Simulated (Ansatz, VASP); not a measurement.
**ZnO in VASP and in Ansatz**

File INCAR:

```
PREC     = Accurate       # precision mode
ENCUT    = 520            # plane-wave cutoff, eV
EDIFF    = 1E-7           # SCF threshold, eV
ISMEAR   = 0              # smearing method
SIGMA    = 0.05           # smearing width, eV
LREAL    = F              # projectors in reciprocal space
LASPH    = T              # aspherical terms in the spheres
NELM     = 100            # most SCF steps
ALGO     = Normal         # electronic algorithm
ISIF     = 2              # what is computed and relaxed
LWAVE    = F              # write WAVECAR
LCHARG   = F              # write CHGCAR
GGA      = PS             # functional
NBANDS   = 26             # bands
```

The input KPOINTS:

```
regular mesh
0
Gamma
  9 9 6
```

POSCAR

```
ZnO
1.0
    3.3306336920      0.0000000000      0.0000000000
   -1.6653168460      2.8844133880      0.0000000000
    0.0000000000      0.0000000000      5.4639900000
Zn O
2 2
Direct
    0.3333333333      0.6666666667      0.0000000000
    0.6666666667      0.3333333333      0.5000000000
    0.3333333333      0.6666666667      0.3821000000
    0.6666666667      0.3333333333      0.8821000000
```

Input for Ansatz:

```yaml
crystal:
  lattice:
    - [3.330633692, 0.0, 0.0]
    - [-1.665316846, 2.884413388, 0.0]
    - [0.0, 0.0, 5.46399]
  atoms:
    - { symbol: Zn, position: [0.3333333333, 0.6666666667, 0.0] }
    - { symbol: Zn, position: [0.6666666667, 0.3333333333, 0.5] }
    - { symbol: O, position: [0.3333333333, 0.6666666667, 0.3821] }
    - { symbol: O, position: [0.6666666667, 0.3333333333, 0.8821] }
basis:
  ecutwfc: 420
kpoints:
  mp_grid: { grid: [9, 9, 6] }
hamiltonian:
  xc: pbesol
scf:
  occupations: { method: gaussian, width: 0.05 }
output:
  forces: true
  stress: true
  eigenvalues: true
```

Change from the starting cell: strain +0.025 along x and y, +0.050 along z, atoms carried along.

Alike in both runs: task single point; functional PBEsol; k mesh 9 × 9 × 6; occupations gaussian, width 0.05 eV; no spin polarisation.

|  | VASP | Ansatz |
| --- | --- | --- |
| version | VASP 6.6.1 | Ansatz 0.2.0 |
| potentials or method | VASP PAW PBE potentials, release 64 (Zn, O), cutoff 520 eV | scalar-relativistic, plane waves, PAW |
| valence electrons in the cell | 36 | 36 |

VASP gave:

- gap on the k mesh at the Fermi level (eV): 0.52
- least direct gap on the mesh (eV): 0.52
- pressure (GPa): -11.6
- traceless stress, the component that is largest in VASP (GPa): -1.87
- rms of the force components (eV/Å): 0.066

Q: Which values does Ansatz return?

A: gap on the k mesh at the Fermi level (eV): 0.54; least direct gap on the mesh (eV): 0.54; pressure (GPa): -12.2; traceless stress, the component that is largest in VASP (GPa): -1.77; rms of the force components (eV/Å): 0.059.

VASP's potentials were made for PBE, not for PBEsol. Atom by atom the forces differ by 0.006 eV/Å (rms over components).
